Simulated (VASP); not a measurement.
The system is SiC.

```
Si C
1.0
     2.92245    0.00000    0.00000
    -1.46123    2.53092    0.00000
     0.00000    0.00000    4.60813
Si C
2 2
Direct
  0.33333 0.66667 0.00460
  0.66667 0.33333 0.50460
  0.33333 0.66667 0.38040
  0.66667 0.33333 0.88040
```

| Quantity | Value |
| --- | --- |
| Program | VASP 6.6.1 |
| Task | relaxation of the atoms |
| Functional | LDA |
| Potentials or basis | VASP PAW LDA potentials, release 64 (Si, C) |
| Cutoff | 520 eV |
| k mesh | 12 × 12 × 6 |
| Occupations | gaussian, width 0.05 eV |
| Spin | no spin polarisation |

At the start: pressure 56.9 GPa; volume 8.52 Å³/atom.

Problem. Where does the relaxation end?

Solution. Over 3 steps the energy falls by 8.9 meV/atom at a fixed cell; space group P6_3mc (No. 186, to 0.1 Å) before and after.

The path:
| step | energy change (eV) | largest force (eV/Å) | pressure (GPa) |
| --- | --- | --- | --- |
| 1 | 0.0000 | 1.0333 | 56.87 |
| 2 | 0.0618 | 1.4249 | 55.70 |
| 3 | -0.0356 | 0.0017 | 56.04 |

Final structure:
```
Si C
1.0
     2.92245    0.00000    0.00000
    -1.46123    2.53092    0.00000
     0.00000    0.00000    4.60813
Si C
2 2
Direct
  0.33333 0.66667 0.00075
  0.66667 0.33333 0.50075
  0.33333 0.66667 0.38425
  0.66667 0.33333 0.88425
```
